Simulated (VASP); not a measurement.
Wanted: the native input for a VASP 6.6.1 run.

```yaml
Task: single point
Functional: PBEsol
Potentials_or_basis: VASP PAW PBE potentials, release 64 (Ni, O)
Cutoff: 520 eV
k_mesh: 11 × 11 × 11
Occupations: fermi-dirac, width 0.05 eV
Spin: collinear spin, ferromagnetic start
Starting_moments: "[1.0, 0.0] μB"
Dipole_correction: no
Further_INCAR_settings: ALGO = Normal; EDIFF = 1e-07; NBANDS = 19
```

The structure of NiO lies in POSCAR:

```
NiO
1.0
    0.0000000000      2.0587092193      2.0587092193
    2.0587092193      0.0000000000      2.0587092193
    2.0587092193      2.0587092193      0.0000000000
Ni O
1 1
Direct
    0.0000000000      0.0000000000      0.0000000000
    0.5000000000      0.5000000000      0.5000000000
```

The input as run:

INCAR

```
SYSTEM = NiO
PREC = Accurate
ENCUT = 520
EDIFF = 1E-7
ISMEAR = -1
SIGMA = 0.05
LREAL = .False.
LASPH = .True.
NELM = 150
ALGO = Normal
ISIF = 2
LWAVE = .False.
LCHARG = .False.
ISPIN = 2
MAGMOM = 1 0
LORBIT = 11
LMAXMIX = 4
GGA = PS
NBANDS = 19
```

KPOINTS

```
Automatic mesh
0
Gamma
  11 11 11
  0 0 0
```

Potentials or basis: VASP PAW PBE potentials, release 64 (Ni, O).

Command:

```bash
$ cat potpaw_PBE.64/Ni/POTCAR potpaw_PBE.64/O/POTCAR > POTCAR
$ mpirun -np 1 vasp_std > vasp.out
```

It gave:

* Pressure: -0.1 GPa
* Net moment: 1.24 μB per cell
* Site moments: Ni +1.04; O +0.17 μB
* Valence electrons inside the program's atomic spheres: Ni 9.12; O 4.95

Caveat: the PAW data sets were made with another functional, which shifts forces and pressure a little; a cell with one magnetic atom can't hold antiferromagnetic order, which such compounds often take.

Run time: 29 s on 1 thread of Intel(R) Xeon(R) Platinum 8488C (Sapphire Rapids) (shared host), peak memory 0.17 GiB.
